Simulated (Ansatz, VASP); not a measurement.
Two plane-wave programs on In

```xyz
1
Lattice="-1.5979 1.5979 2.4318 1.5979 -1.5979 2.4318 1.5979 1.5979 -2.4318" Properties=species:S:1:pos:R:3 pbc="T T T"
In    0.0000    0.0000    0.0000
```

Alike in both runs: task single point; functional PBE; k mesh 10 × 10 × 10; no spin polarisation.

```csv
,VASP,Ansatz
version,VASP 6.6.1,Ansatz 0.2.0
potentials or method,"VASP PAW PBE potentials, release 64 (In_d), cutoff 520 eV","plane waves, PAW"
occupations,"fermi-dirac, width 0.1 eV",fermi-dirac
valence electrons in the cell,13,13
```

Ansatz gave:

- pressure (GPa): 4.7
- traceless stress, the component that is largest in VASP (GPa): -1.53

**Question.** Which values does VASP return?

**Answer.** Pressure (GPa): 4.6; traceless stress, the component that is largest in VASP (GPa): -1.53.
